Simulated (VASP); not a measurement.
Here is a VASP 6.6.1 calculation.

The input INCAR:

```
PREC     = Accurate       # precision mode
ENCUT    = 520            # plane-wave cutoff, eV
EDIFF    = 1E-6           # SCF threshold, eV
ISMEAR   = 0              # smearing method
SIGMA    = 0.15           # smearing width, eV
LREAL    = F              # projectors in reciprocal space
LASPH    = T              # aspherical terms in the spheres
NELM     = 60             # most SCF steps
ALGO     = Fast           # electronic algorithm
ISIF     = 2              # what is computed and relaxed
LWAVE    = F              # write WAVECAR
LCHARG   = T              # write CHGCAR
GGA      = PS             # functional
LELF     = T              # ELF
LVHAR    = T            
NBANDS   = 19             # bands
```

Contents of KPOINTS:

```
Automatic mesh
0
Gamma
  18 18 10
```

The input POSCAR:

```
Ti
1.0
    2.9499978604      0.0000000000      0.0000000000
   -1.4749989302      2.5547730882      0.0000000000
    0.0000000000      0.0000000000      4.6860000000
Ti
2
Direct
    0.3773685553      0.7547371106      0.1539692702
    0.6666666667      0.3333333333      0.7500000000
```

Potentials or basis: VASP PAW PBE potentials, release 64 (Ti_sv).

Launch:

```bash
$ cat potpaw_PBE.64/Ti_sv/POTCAR > POTCAR
$ mpirun -np 1 vasp_std > vasp.out
```

(1) Estimate the pressure.

(2) Predict the band gap on the k mesh.

(3) What does it give for the largest force?

Results:

(1) 1.8 GPa.

(2) zero (bands 12 and 13 overlap by 0.85 eV).

(3) 2.602 eV/Å.

Caveat: the cell differs from its parent crystal (atom 1 (Ti) moved by (+0.225, -0.450) A along y and z); the stress differs along the axes, from -5 to 7 GPa; the PAW data sets were made with another functional, which shifts forces and pressure a little.
